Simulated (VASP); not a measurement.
The system is La2Os.

```
La Os
1.0
     0.00000    4.29575    4.29575
     4.29575    0.00000    4.29575
     4.29575    4.29575    0.00000
La Os
4 2
Direct
  0.12500 0.12500 0.12500
  0.62500 0.12500 0.12500
  0.12500 0.12500 0.62500
  0.12500 0.62500 0.12500
  0.50000 0.50000 0.50000
  0.75000 0.75000 0.75000
```

The cell was generated, and may not be a known phase.

- Program: VASP 6.6.1
- Task: relaxation of cell and atoms
- Functional: PBE
- Potentials or basis: VASP PAW PBE potentials, release 64 (La, Os)
- Cutoff: 600 eV
- k mesh: 8 × 8 × 8
- Occupations: gaussian, width 0.1 eV
- Spin: no spin polarisation

At the start: pressure -2.0 GPa; volume 26.42 Å³/atom.

Problem. How do energy, volume and symmetry change on relaxing?

Solution. Over 3 steps the energy falls by 5.4 meV/atom and the volume is 25.57 Å³/atom (-3.2 %); space group Fd-3m (No. 227, to 0.1 Å) before and after.

Step by step:
```tsv
step	energy change (eV)	largest force (eV/Å)	pressure (GPa)	volume (Å³)
1	0.0000	0.0000	-1.99	158.54
2	-0.0254	0.0000	1.01	151.13
3	-0.0325	0.0000	-0.01	153.43
```

Final structure:
```yaml
crystal:
  lattice:
    - [0.00000, 4.24910, 4.24910]
    - [4.24910, 0.00000, 4.24910]
    - [4.24910, 4.24910, 0.00000]
  atoms:
    - { symbol: La, position: [0.12500, 0.12500, 0.12500] }
    - { symbol: La, position: [0.62500, 0.12500, 0.12500] }
    - { symbol: La, position: [0.12500, 0.12500, 0.62500] }
    - { symbol: La, position: [0.12500, 0.62500, 0.12500] }
    - { symbol: Os, position: [0.50000, 0.50000, 0.50000] }
    - { symbol: Os, position: [0.75000, 0.75000, 0.75000] }
```
